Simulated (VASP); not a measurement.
BiTe:

```
Bi Te
1.0
     2.42271    1.39875    3.31729
    -2.42271    1.39875    3.31729
     0.00000   -2.79750    3.31729
Bi Te
1 1
Direct
  0.50000 0.50000 0.50000
  0.00000 0.00000 0.00000
```

* Program: VASP 6.6.1
* Task: relaxation of cell and atoms
* Functional: BLYP
* Dispersion: D3(BJ)
* Potentials or basis: VASP PAW PBE potentials, release 64 (Bi_d, Te)
* Cutoff: 600 eV
* k mesh: 7 × 7 × 7
* Occupations: fermi-dirac, width 0.05 eV
* Spin: no spin polarisation

At the start: pressure -1.3 GPa; volume 33.72 Å³/atom.

Problem. Where does the relaxation end?

Solution. Over 8 steps the energy falls by 4.1 meV/atom and the volume is 32.72 Å³/atom (-3.0 %); space group R-3m (No. 166, to 0.05 Å).

Step by step:
```
step  energy change (eV)  largest force (eV/Å)  pressure (GPa)  volume (Å³)
   1              0.0000                0.0000           -1.33        67.45
   2             -0.0053                0.0000            0.77        64.76
   3             -0.0075                0.0000           -0.01        65.68
   4             -0.0075                0.0000            0.02        65.65
   5             -0.0077                0.0000            0.02        65.61
   6             -0.0081                0.0000            0.03        65.51
   7             -0.0080                0.0000            0.05        65.30
   8             -0.0082                0.0000            0.03        65.43
```

Final structure:
```yaml
crystal:
  lattice:
    - [2.41080, 1.39188, 3.24988]
    - [-2.41080, 1.39188, 3.24988]
    - [0.00000, -2.78375, 3.24988]
  atoms:
    - { symbol: Bi, position: [0.50000, 0.50000, 0.50000] }
    - { symbol: Te, position: [0.00000, 0.00000, 0.00000] }
```

Caveat: the PAW data sets were made with another functional, which shifts forces and pressure a little; pairwise dispersion overbinds metals, which lowers pressure and volume.
